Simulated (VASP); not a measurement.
Write the native input for VASP 6.6.1 that does the following.

| Item | Value |
| --- | --- |
| Task | single point |
| Functional | r2SCAN |
| Potentials or basis | VASP PAW PBE potentials, release 64 (Al, N) |
| Cutoff | 520 eV |
| k mesh | 10 × 10 × 10 |
| Occupations | gaussian, width 0.05 eV |
| Spin | no spin polarisation |
| Dipole correction | no |
| Further INCAR settings | ALGO = Normal; EDIFF = 1e-07; NBANDS = 11 |

AlN:

```
CELL_PARAMETERS angstrom
0.00000 2.21767 2.11935
2.21767 0.00000 2.11935
2.21767 2.21767 0.00000
ATOMIC_POSITIONS crystal
Al 0.00000 0.00000 0.00000
N 0.75000 0.75000 0.75000
```

This cell differs from its parent crystal: strain +0.015 along x and y, -0.030 along z.

These files were run (other wordings do the same):

POSCAR

```
AlN
1.0
    0.0000000000      2.2176741356      2.1193536074
    2.2176741356      0.0000000000      2.1193536074
    2.2176741356      2.2176741356      0.0000000000
Al N
1 1
Direct
    0.0000000000      0.0000000000      0.0000000000
    0.7500000000      0.7500000000      0.7500000000
```

INCAR.step1

```
ALGO = Normal ; EDIFF = 1E-4
ENCUT = 520 ; GGA = PE
ISMEAR = 0 ; LASPH = T
LCHARG = F ; LREAL = F
LWAVE = T ; NBANDS = 11
NELM = 60 ; PREC = Accurate
SIGMA = 0.05
```

INCAR.step2

```
ALGO = Normal ; EDIFF = 1E-7
ENCUT = 520 ; ISIF = 2
ISMEAR = 0 ; ISTART = 1
LASPH = T ; LCHARG = F
LMIXTAU = T ; LREAL = F
LWAVE = F ; METAGGA = R2SCAN
NBANDS = 11 ; NELM = 60
PREC = Accurate ; SIGMA = 0.05
```

KPOINTS

```
k-points
0
Gamma
  10 10 10
```

Potentials or basis: VASP PAW PBE potentials, release 64 (Al, N).

Command:

```sh
$ cat potpaw_PBE.64/Al/POTCAR potpaw_PBE.64/N/POTCAR > POTCAR
$ cp INCAR.step1 INCAR
$ mpirun -np 1 vasp_std > vasp.out
$ cp INCAR.step2 INCAR
$ mpirun -np 1 vasp_std > vasp.out
```

It gave:

- Pressure: -0.4 GPa
- Band gap on the k mesh: 3.69 eV, indirect (least direct gap 4.76 eV)

Caveat: the cell differs from its parent crystal (strain +0.015 along x and y, -0.030 along z); the PAW data sets were made with another functional, which shifts forces and pressure a little.

It took 2.1 min on 1 thread of AMD EPYC 7R43 64-Core Processor (Zen 3), with other jobs on the host, peak memory 0.12 GiB.
